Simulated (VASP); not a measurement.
Here is a VASP 6.6.1 calculation.

INCAR

```
ALGO     = Normal         # electronic algorithm
EDIFF    = 1E-6           # SCF threshold, eV
ENCUT    = 520            # plane-wave cutoff, eV
GGA      = PE             # functional
ISIF     = 2              # what is computed and relaxed
ISMEAR   = 0              # smearing method
LASPH    = T              # aspherical terms in the spheres
LCHARG   = F              # write CHGCAR
LREAL    = F              # projectors in reciprocal space
LWAVE    = F              # write WAVECAR
NBANDS   = 34             # bands
NELM     = 100            # most SCF steps
PREC     = Accurate       # precision mode
SIGMA    = 0.1            # smearing width, eV
```

The input KPOINTS:

```
k-points
0
Gamma
  6 6 4
```

Contents of POSCAR:

```
In2GeO2
1.0
    4.2706938100      0.0000000000      0.0000000000
   -2.1353469000      3.6985293300      0.0000000000
    0.0000000000      0.0000000000      5.3638504600
In Ge O
2 1 2
Direct
    0.6666666700      0.3333333300      0.7723159800
    0.3333333300      0.6666666700      0.5077940200
    0.3333333300      0.6666666700      0.0185880000
    0.6666666700      0.3333333300      0.2638450000
    0.0000000000      0.0000000000      0.6874570300
```

Potentials or basis: VASP PAW PBE potentials, release 64 (In_d, Ge_d, O).

Command:

```console
$ cat potpaw_PBE.64/In_d/POTCAR potpaw_PBE.64/Ge_d/POTCAR potpaw_PBE.64/O/POTCAR > POTCAR
$ mpirun -np 1 vasp_std > vasp.out
```

(1) Predict the band gap on the k mesh.

(2) Predict the largest force.

Answers

(1) zero (bands 26 and 27 overlap by 0.85 eV).

(2) 2.130 eV/Å.

Caveat: spin-orbit coupling is left out, which moves the levels of the heavy elements; forces of over 1 eV/Å act on the atoms, so gaps and moduli don't describe the material at rest.
